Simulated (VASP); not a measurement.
A run of VASP 6.6.1:

Contents of INCAR:

```
  ALGO = Normal
  EDIFF = 1E-7
  ENCUT = 520
  GGA = PS
  ISIF = 2
  ISMEAR = -1
  IVDW = 13
  LASPH = T
  LCHARG = F
  LREAL = F
  LWAVE = F
  NBANDS = 35
  NELM = 100
  PREC = Accurate
  SIGMA = 0.05
```

KPOINTS

```
k-points
0
Gamma
  6 6 8
```

POSCAR

```
SnO2
1.0
    4.7493804759      0.0000000000      0.0000000000
    0.0000000000      4.7493804759      0.0000000000
    0.0000000000      0.0000000000      3.2059150947
Sn O
2 4
Direct
    0.5000000000      0.5000000000      0.5000000000
    0.0000000000      0.0000000000      0.0000000000
    0.8061133213      0.1938866787      0.5000000000
    0.6938866787      0.6938866787      0.0000000000
    0.1938866787      0.8061133213      0.5000000000
    0.3061133213      0.3061133213      0.0000000000
```

Potentials or basis: VASP PAW PBE potentials, release 64 (Sn_d, O).

The run is started by

```sh
$ cat potpaw_PBE.64/Sn_d/POTCAR potpaw_PBE.64/O/POTCAR > POTCAR
$ mpirun -np 1 vasp_std > vasp.out
```

Hardware: 1 thread of AMD EPYC 9R45 (Zen 5), on a shared host.

Question: How long does it take, and how much memory?

Answer: It took 64 s on 1 thread of AMD EPYC 9R45 (Zen 5), with other jobs on the host, peak memory 0.2 GiB. Counts: scf iterations 14, k points 50.
